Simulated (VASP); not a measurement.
A run of VASP 6.6.1:

The input INCAR:

```
PREC = Accurate
ENCUT = 520
EDIFF = 1E-6
ISMEAR = -1
SIGMA = 0.05
LREAL = Auto
LASPH = True
NELM = 60
ALGO = Normal
ISIF = 2
LWAVE = False
LCHARG = False
GGA = PS
NBANDS = 86
```

Contents of KPOINTS:

```
Automatic mesh
0
Gamma
  3 3 3
```

Contents of POSCAR:

```
Zn8SeS7
1.0
   10.7790420000      0.0000000000      0.0000000000
    0.0000000000      5.3895210000      0.0000000000
    0.0000000000      0.0000000000      5.3895210000
Zn S Se
8 7 1
Direct
    0.0073250000      0.9671930000      0.9956060000
    0.4846950000      0.9889160000      0.9855560000
    0.2455560000      0.4998350000      0.0144380000
    0.7665080000      0.5205690000      0.9734200000
    0.2519740000      0.0116690000      0.5053090000
    0.7297210000      0.0098670000      0.5082900000
    0.9958200000      0.5139930000      0.4931510000
    0.4995700000      0.4998710000      0.5105560000
    0.1306070000      0.2407290000      0.2726550000
    0.6305430000      0.2418420000      0.2353790000
    0.8820990000      0.7530730000      0.2341720000
    0.3870900000      0.2263880000      0.7728150000
    0.8776510000      0.2515210000      0.7395840000
    0.1365650000      0.7486790000      0.7608350000
    0.6138800000      0.7516640000      0.7442340000
    0.3738740000      0.7657140000      0.2442430000
```

Potentials or basis: VASP PAW PBE potentials, release 64 (Zn, S, Se).

The run is started by

```console
$ cat potpaw_PBE.64/Zn/POTCAR potpaw_PBE.64/S/POTCAR potpaw_PBE.64/Se/POTCAR > POTCAR
$ mpirun -np 1 vasp_std > vasp.out
```

Hardware: 1 thread of Oxide Virtual Turin-like Processor, on a shared host.

Q: Estimate the wall time of this run.

A: Run time: 16 min on 1 thread of Oxide Virtual Turin-like Processor, with other jobs on the host, peak memory 0.44 GiB. Counts: scf iterations 17, k points 14.
